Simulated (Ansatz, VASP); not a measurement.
One calculation of Al, two programs

POSCAR

```
Al
1.0
    0.0000000000      2.0252200000      2.0252200000
    2.0252200000      0.0000000000      2.0252200000
    2.0252200000      2.0252200000      0.0000000000
Al
1
Direct
    0.0000000000      0.0000000000      0.0000000000
```

The input INCAR.step1:

```
SYSTEM = Al
ALGO     = Normal         ! electronic algorithm
EDIFF    = 1E-5           ! SCF threshold, eV
ENCUT    = 550            ! plane-wave cutoff, eV
GGA      = PE             ! functional
GGA_COMPAT= .False.      
ISMEAR   = -1             ! smearing method
LASPH    = .True.         ! aspherical terms in the spheres
LCHARG   = .False.        ! write CHGCAR
LREAL    = .False.        ! projectors in reciprocal space
LWAVE    = .True.         ! write WAVECAR
NBANDS   = 8              ! bands
NELM     = 120            ! most SCF steps
PREC     = Accurate       ! precision mode
SIGMA    = 0.1            ! smearing width, eV
```

The input INCAR.step2:

```
SYSTEM = Al
ALGO     = Normal         ! electronic algorithm
EDIFF    = 1E-6           ! SCF threshold, eV
ENCUT    = 550            ! plane-wave cutoff, eV
GGA_COMPAT= .False.      
ISIF     = 2              ! what is computed and relaxed
ISMEAR   = -1             ! smearing method
ISTART   = 1            
LASPH    = .True.         ! aspherical terms in the spheres
LCHARG   = .False.        ! write CHGCAR
LMIXTAU  = .True.       
LREAL    = .False.        ! projectors in reciprocal space
LWAVE    = .False.        ! write WAVECAR
METAGGA  = R2SCAN         ! meta-GGA
NBANDS   = 8              ! bands
NELM     = 120            ! most SCF steps
PREC     = Accurate       ! precision mode
SIGMA    = 0.1            ! smearing width, eV
```

Contents of KPOINTS:

```
k-points
0
Gamma
  11 11 11
  0 0 0
```

Input for Ansatz:

```yaml
crystal:
  lattice:
    - [0.0, 2.02522, 2.02522]
    - [2.02522, 0.0, 2.02522]
    - [2.02522, 2.02522, 0.0]
  atoms:
    - { symbol: Al, position: [0.0, 0.0, 0.0] }
hamiltonian:
  xc: r2scan
  pseudopotentials: { kind: paw }
basis:
  ecutwfc: 500
kpoints:
  mp_grid: { grid: [11, 11, 11] }
scf:
  occupations: { method: fermi_dirac, width: 0.1 }
  lower_state_search: "off"
output:
  forces: true
  stress: true
  write_density: true
  write_potential: true
  elf: true
  volumetric_format: npy
```

Alike in both runs: task single point; functional r2SCAN; k mesh 11 × 11 × 11; occupations fermi-dirac, width 0.1 eV; no spin polarisation.

|  | VASP | Ansatz |
| --- | --- | --- |
| version | VASP 6.6.1 | Ansatz 0.2.0 |
| potentials or method | VASP PAW PBE potentials, release 64 (Al), cutoff 550 eV | PAW, plane waves, scalar-relativistic |
| valence electrons in the cell | 3 | 3 |

```tsv
	VASP	Ansatz	Ansatz less VASP
pressure (GPa)	-3.7	-3.4	+0.28
```

VASP's potentials were made for PBE, not for r2SCAN.
